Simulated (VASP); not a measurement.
Input of a VASP 6.6.1 run:

Contents of INCAR:

```
PREC = Accurate
ENCUT = 520
EDIFF = 1E-6
ISMEAR = 0
SIGMA = 0.1
LREAL = False
LASPH = True
NELM = 80
ALGO = Normal
ISIF = 2
LWAVE = False
LCHARG = True
GGA = PE
LELF = True
LVHAR = True
NBANDS = 19
```

File KPOINTS:

```
Automatic mesh
0
Gamma
  6 6 2
```

File POSCAR:

```
Si4Se
1.0
    3.6113365157      0.0000000034      0.0000000000
   -1.8056682608      3.1275091625      0.0000000000
    0.0000000000      0.0000000000      7.7393779052
Si Se
4 1
Direct
    0.3333333333      0.6666666667      0.7725019067
    0.3333333333      0.6666666667      0.3999894251
    0.6666666667      0.3333333333      0.2274980933
    0.6666666667      0.3333333333      0.6000105749
    0.0000000000      0.0000000000      0.0000000000
```

Potentials or basis: VASP PAW PBE potentials, release 64 (Si, Se).

Command:

```console
$ cat potpaw_PBE.64/Si/POTCAR potpaw_PBE.64/Se/POTCAR > POTCAR
$ mpirun -np 1 vasp_std > vasp.out
```

Q: What does it give for the pressure?

A: 0.2 GPa.

Q: What does it give for the largest force?

A: 0.020 eV/Å.

Q: Predict the band gap on the k mesh.

A: Zero (band 11 reaches 8.93 eV, above the bottom of band 12 at 4.87 eV).

Forces on the atoms (eV/Å):
```
Si   0.000  0.000 -0.020
Si   0.000  0.000  0.013
Si   0.000  0.000  0.020
Si   0.000  0.000 -0.013
Se   0.000  0.000  0.000
```

Caveat: the k points lie up to 0.41 Å⁻¹ apart.
